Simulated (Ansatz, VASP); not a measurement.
# SiNi in VASP and in Ansatz

INCAR

```
PREC = Accurate
ENCUT = 520
EDIFF = 1E-7
ISMEAR = 0
SIGMA = 0.15
LREAL = False
LASPH = True
NELM = 100
ALGO = Normal
ISIF = 2
LWAVE = False
LCHARG = True
GGA = PS
LELF = True
LVHAR = True
NBANDS = 38
```

File KPOINTS:

```
regular mesh
0
Gamma
  10 10 10
```

Contents of POSCAR:

```
SiNi
1.0
    4.2892579269      0.0000000000      0.0000000000
    0.0000000000      4.2892579269      0.0000000000
    0.0000000000      0.0000000000      4.1105388466
Si Ni
4 4
Direct
    0.8464645187      0.8464645187      0.8464645187
    0.6535354813      0.1535354813      0.3464645187
    0.3464645187      0.6535354813      0.1535354813
    0.1535354813      0.3464645187      0.6535354813
    0.1489904732      0.1489904732      0.1489904732
    0.3510095268      0.8510095268      0.6489904732
    0.6489904732      0.3510095268      0.8510095268
    0.8510095268      0.6489904732      0.3510095268
```

Input for Ansatz:

```yaml
crystal:
  lattice:
    - [4.2892579269, 0.0, 0.0]
    - [0.0, 4.2892579269, 0.0]
    - [0.0, 0.0, 4.1105388466]
  atoms:
    - { symbol: Si, position: [0.8464645187, 0.8464645187, 0.8464645187] }
    - { symbol: Si, position: [0.6535354813, 0.1535354813, 0.3464645187] }
    - { symbol: Si, position: [0.3464645187, 0.6535354813, 0.1535354813] }
    - { symbol: Si, position: [0.1535354813, 0.3464645187, 0.6535354813] }
    - { symbol: Ni, position: [0.1489904732, 0.1489904732, 0.1489904732] }
    - { symbol: Ni, position: [0.3510095268, 0.8510095268, 0.6489904732] }
    - { symbol: Ni, position: [0.6489904732, 0.3510095268, 0.8510095268] }
    - { symbol: Ni, position: [0.8510095268, 0.6489904732, 0.3510095268] }
basis:
  ecutwfc: 420
kpoints:
  mp_grid: { grid: [10, 10, 10] }
hamiltonian:
  xc: pbesol
scf:
  occupations: { method: gaussian, width: 0.15 }
output:
  forces: true
  stress: true
  eigenvalues: true
```

Change from the starting cell: strain -0.040 along x and y, -0.080 along z, atoms carried along.

Alike in both runs: task single point; functional PBEsol; k mesh 10 × 10 × 10; occupations gaussian, width 0.15 eV; no spin polarisation.

```csv
,VASP,Ansatz
version,VASP 6.6.1,Ansatz 0.2.0
potentials or method,"VASP PAW PBE potentials, release 64 (Si, Ni), cutoff 520 eV","scalar-relativistic, plane waves, PAW"
valence electrons in the cell,56,88
```

VASP gave:

```
gap on the k mesh at the Fermi level (eV)                     : none
pressure (GPa)                                                : 49.5
traceless stress, the component that is largest in VASP (GPa) : 8.18
rms of the force components (eV/Å)                            : 0.160
```

**Question.** Estimate Ansatz's values.

**Answer.** gap on the k mesh at the Fermi level (eV): none; pressure (GPa): 49.2; traceless stress, the component that is largest in VASP (GPa): 8.10; rms of the force components (eV/Å): 0.158.

VASP's potentials were made for PBE, not for PBEsol. Atom by atom the forces differ by 0.003 eV/Å (rms over components). A gap of «none» marks a metal or a gap that the smearing closes. Both programs put the cell under a high pressure, so it lies far from rest at this level. VASP's potentials hold 56 valence electrons a cell and Ansatz's 88, so a difference there can come from the potentials and not from the codes.
